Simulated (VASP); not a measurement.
## TiO2: single point with LDA

Crystal: TiO2.

```
CELL_PARAMETERS angstrom
4.55337 0.00000 0.00000
0.00000 4.55337 0.00000
0.00000 0.00000 2.92932
ATOMIC_POSITIONS crystal
Ti 0.50000 0.50000 0.00000
Ti 0.00000 0.00000 0.50000
O 0.69568 0.69568 0.50000
O 0.80432 0.19568 0.00000
O 0.19568 0.80432 0.00000
O 0.30432 0.30432 0.50000
```

```
Program             : VASP 6.6.1
Task                : single point
Functional          : LDA
Potentials or basis : VASP PAW LDA potentials, release 64 (Ti_sv, O)
Cutoff              : 520 eV
k mesh              : 6 × 6 × 9
Occupations         : fermi-dirac, width 0.02 eV
Spin                : no spin polarisation
```

```json
{
 "Pressure": "-0.5 GPa",
 "Largest force": "0.051 eV/Å",
 "Band gap on the k mesh": "1.82 eV, direct"
}
```

Forces on the atoms (eV/Å):
```
Ti   0.000  0.000  0.000
Ti   0.000  0.000  0.000
O    0.036  0.036  0.000
O   -0.036  0.036  0.000
O    0.036 -0.036  0.000
O   -0.036 -0.036  0.000
```

Stress tensor (GPa, compression positive):
```
-0.20  0.00  0.00
 0.00 -0.20  0.00
 0.00  0.00 -0.97
```

Levels at points of the mesh, in eV from the valence-band top:
```
           k point  band 21  band 22  band 23  band 24  band 25  band 26  band 27  band 28
(0.00, 0.00, 0.00)    -0.70    -0.47    -0.47     0.00     1.82     2.12     2.40     2.50
(0.50, 0.00, 0.00)    -1.70    -1.70    -0.78    -0.78     2.54     2.54     3.07     3.07
(0.50, 0.50, 0.00)    -1.32    -1.32    -1.10    -1.10     1.87     1.87     2.53     2.53
```

Run time: 67 s on 1 thread of Intel(R) Xeon(R) Platinum 8375C CPU @ 2.90GHz (Ice Lake) (shared host), peak memory 0.2 GiB.

A k mesh can miss the band edges. A hybrid or GW would open this gap; LDA tends to underestimate it.
